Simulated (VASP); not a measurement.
A run of VASP 6.6.1 is set up as follows.

INCAR

```
SYSTEM = Al3InAs4
  PREC = Accurate
  ENCUT = 500
  EDIFF = 1E-6
  ISMEAR = -1
  SIGMA = 0.05
  LREAL = Auto
  LASPH = .True.
  NELM = 120
  ALGO = Normal
  ISIF = 2
  LWAVE = .False.
  LCHARG = .True.
  GGA = PS
  LELF = .True.
  LVHAR = .True.
  ISYM = -1
  NBANDS = 206
  GGA_COMPAT = .False.
```

Contents of KPOINTS:

```
explicit points
1
Reciprocal
  0.25000000   0.25000000   0.25000000 1
```

Contents of POSCAR:

```
Al3InAs4
1.0
   11.5446191345      0.0000000000      0.0000000000
    0.0000000000     11.5446191345      0.0000000000
    0.0000000000      0.0000000000     11.5446191345
Al In As
24 8 32
Direct
    0.0003310000      0.0060600000      0.0016710000
    0.0016720000      0.4940490000      0.9984300000
    0.0015290000      0.4973490000      0.5002340000
    0.4991060000      0.9998970000      0.5039390000
    0.4970110000      0.4947730000      0.9930810000
    0.4975800000      0.4996550000      0.5053020000
    0.2460620000      0.2512070000      0.9978670000
    0.2499250000      0.2513430000      0.5014690000
    0.2515730000      0.7466140000      0.4999960000
    0.7536570000      0.2494390000      0.9954960000
    0.7496810000      0.2499520000      0.5040540000
    0.7484100000      0.7498330000      0.5020230000
    0.2460910000      0.0017840000      0.2524190000
    0.2519160000      0.0029520000      0.7480640000
    0.2453130000      0.4969380000      0.2505800000
    0.2512880000      0.4955500000      0.7470490000
    0.7548480000      0.0021940000      0.2523120000
    0.7476410000      0.0027430000      0.7476090000
    0.7476460000      0.4951660000      0.7471080000
    0.0016810000      0.2501870000      0.2481360000
    0.9994990000      0.2517330000      0.7517710000
    0.0020810000      0.7496030000      0.2524250000
    0.4997820000      0.2513020000      0.7478610000
    0.4992710000      0.7471580000      0.7440250000
    0.0013140000      0.0033700000      0.4993260000
    0.5010740000      0.0051890000      0.9966800000
    0.2496980000      0.7472410000      0.0006610000
    0.7527090000      0.7506610000      0.9992690000
    0.7551770000      0.4989260000      0.2517200000
    0.0013510000      0.7484160000      0.7497210000
    0.4981320000      0.2512700000      0.2525400000
    0.5000730000      0.7497540000      0.2573760000
    0.1262990000      0.1270500000      0.1262080000
    0.1306510000      0.1336280000      0.6320370000
    0.1159450000      0.6169150000      0.1300060000
    0.1315890000      0.6174040000      0.6195200000
    0.6390330000      0.1273600000      0.1255480000
    0.6235920000      0.1264830000      0.6257110000
    0.6164170000      0.6165170000      0.1181210000
    0.6253060000      0.6233830000      0.6239500000
    0.3667820000      0.3797730000      0.1180340000
    0.3758260000      0.3733490000      0.6247620000
    0.3705940000      0.8830240000      0.1323300000
    0.3734770000      0.8735040000      0.6245900000
    0.8820480000      0.3672180000      0.1178290000
    0.8761430000      0.3737870000      0.6249170000
    0.8839640000      0.8814650000      0.1321870000
    0.8639140000      0.8758340000      0.6247540000
    0.3676670000      0.1183380000      0.3827500000
    0.3689440000      0.1342360000      0.8680610000
    0.3683050000      0.6149230000      0.3812040000
    0.3794710000      0.6183870000      0.8655010000
    0.8704580000      0.1351330000      0.3702080000
    0.8750090000      0.1239840000      0.8723080000
    0.8825030000      0.6327310000      0.3841000000
    0.8750480000      0.6089450000      0.8737050000
    0.1239590000      0.3719560000      0.3753500000
    0.1256740000      0.3755560000      0.8731270000
    0.1314870000      0.8681810000      0.3716020000
    0.1254380000      0.8888270000      0.8755930000
    0.6253000000      0.3770900000      0.3901860000
    0.6252430000      0.3713680000      0.8734070000
    0.6327710000      0.8835680000      0.3829320000
    0.6234640000      0.8737000000      0.8605780000
```

Potentials or basis: VASP PAW PBE potentials, release 64 (Al, In_d, As).

Command:

```bash
$ cat potpaw_PBE.64/Al/POTCAR potpaw_PBE.64/In_d/POTCAR potpaw_PBE.64/As/POTCAR > POTCAR
$ mpirun -np 1 vasp_std > vasp.out
```

Q: What does it give for the pressure?

A: 0.2 GPa.

Q: Predict the band gap on the k mesh.

A: 1.84 eV.

Q: What does it give for the largest force?

A: 0.047 eV/Å.

Forces on the atoms (eV/Å):
```
Al  -0.003  0.004  0.004
Al   0.006  0.012  0.003
Al  -0.009  0.006  0.000
Al   0.011 -0.001 -0.003
Al   0.000 -0.006  0.001
Al  -0.004  0.010 -0.003
Al   0.005 -0.002 -0.004
Al   0.002  0.000 -0.007
Al  -0.007  0.008  0.000
Al   0.004 -0.002 -0.004
Al   0.009 -0.007 -0.004
Al   0.003 -0.001 -0.010
Al  -0.012  0.003  0.013
Al   0.006 -0.001  0.005
Al   0.000  0.008  0.004
Al  -0.005 -0.002  0.000
Al  -0.003  0.001  0.005
Al   0.001 -0.001 -0.005
Al  -0.004  0.006 -0.002
Al  -0.005 -0.001  0.011
Al  -0.002 -0.002 -0.002
Al  -0.003  0.004 -0.003
Al   0.008 -0.008  0.006
Al   0.004  0.000  0.002
In   0.000 -0.001 -0.006
In  -0.004  0.000 -0.001
In  -0.007 -0.006  0.014
In   0.009  0.003 -0.005
In   0.000  0.010  0.001
In  -0.001 -0.015  0.004
In   0.006  0.007  0.001
In   0.000  0.003  0.002
As   0.005 -0.005 -0.001
As  -0.012 -0.001 -0.010
As  -0.006 -0.007 -0.010
As   0.013  0.002  0.002
As  -0.009 -0.004  0.010
As  -0.002  0.004 -0.002
As  -0.010  0.014  0.015
As   0.003  0.003 -0.002
As  -0.003 -0.008  0.006
As   0.001 -0.004  0.001
As   0.032 -0.006 -0.034
As  -0.005 -0.001  0.006
As  -0.012 -0.011  0.008
As   0.000 -0.001  0.000
As  -0.001 -0.010 -0.004
As   0.006  0.013  0.014
As  -0.007  0.003 -0.004
As  -0.010  0.004  0.004
As   0.018 -0.020 -0.008
As  -0.009  0.016 -0.004
As   0.003  0.009  0.004
As   0.003  0.003 -0.003
As  -0.005 -0.003 -0.002
As   0.009  0.005  0.005
As   0.001 -0.008 -0.006
As  -0.004  0.002  0.001
As   0.008  0.004  0.007
As   0.008 -0.018 -0.016
As  -0.005  0.007 -0.009
As  -0.008  0.002  0.002
As   0.002 -0.003 -0.004
As  -0.009 -0.011  0.017
```

Caveat: the PAW data sets were made with another functional, which shifts forces and pressure a little; spin-orbit coupling is left out, which moves the levels of the heavy elements; a shifted mesh leaves out Γ, where band edges can lie. A k mesh can miss the band edges.
